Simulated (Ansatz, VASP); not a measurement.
# Two plane-wave programs on B

INCAR

```
SYSTEM = B
ALGO     = Normal         ! electronic algorithm
EDIFF    = 1E-7           ! SCF threshold, eV
ENCUT    = 520            ! plane-wave cutoff, eV
GGA      = RE             ! functional
ISIF     = 2              ! what is computed and relaxed
ISMEAR   = -1             ! smearing method
LASPH    = .TRUE.         ! aspherical terms in the spheres
LCHARG   = .TRUE.         ! write CHGCAR
LELF     = .TRUE.         ! ELF
LREAL    = .FALSE.        ! projectors in reciprocal space
LVHAR    = .TRUE.       
LWAVE    = .FALSE.        ! write WAVECAR
NBANDS   = 14             ! bands
NELM     = 80             ! most SCF steps
PREC     = Accurate       ! precision mode
SIGMA    = 0.1            ! smearing width, eV
```

KPOINTS

```
k-points
0
G
  23 23 2
  0 0 0
```

File POSCAR:

```
B
1.0
    1.7452943611      0.0000000000      0.0000000000
   -0.8726471805      1.5114692538      0.0000000000
    0.0000000000      0.0000000000     21.9871372326
B
4
Direct
    1.0000000000      1.0000000000      0.0000000000
    1.0000000000      1.0000000000      0.5000000000
    0.3333333333      0.6666666667      0.2500000000
    0.6666666667      0.3333333333      0.7500000000
```

Input for Ansatz:

```yaml
crystal:
  lattice:
    - [1.7452943611, 0.0, 0.0]
    - [-0.8726471805, 1.5114692538, 0.0]
    - [0.0, 0.0, 21.9871372326]
  atoms:
    - { symbol: B, position: [1.0, 1.0, 0.0] }
    - { symbol: B, position: [1.0, 1.0, 0.5] }
    - { symbol: B, position: [0.3333333333, 0.6666666667, 0.25] }
    - { symbol: B, position: [0.6666666667, 0.3333333333, 0.75] }
hamiltonian:
  xc: revpbe
  pseudopotentials:
    kind: paw
    azcp:
      B: "pseudopotentials/B.paw.azcp"
basis:
  ecutwfc: 420
  fft_grid_basis: typed
kpoints:
  mp_grid: { grid: [23, 23, 2], shift: [0, 0, 0] }
magnetization:
  spin_polarized: false
scf:
  occupations: { method: fermi_dirac, width: 0.1 }
  lower_state_search: "off"
output:
  stress: true
```

Alike in both runs: task single point; functional revPBE; k mesh 23 × 23 × 2; occupations fermi-dirac, width 0.1 eV; no spin polarisation.

|  | VASP | Ansatz |
| --- | --- | --- |
| version | VASP 6.6.1 | Ansatz 0.2.0 |
| potentials or method | VASP PAW PBE potentials, release 64 (B), cutoff 520 eV | plane waves (420 eV) with PAW, scalar-relativistic |
| valence electrons in the cell | 12 | 12 |

```tsv
	VASP	Ansatz	Ansatz less VASP
pressure (GPa)	-5.4	-5.3	+0.11
traceless stress, the component that is largest in VASP (GPa)	5.42	5.38	-0.045
```

VASP's potentials were made for PBE, not for revPBE.
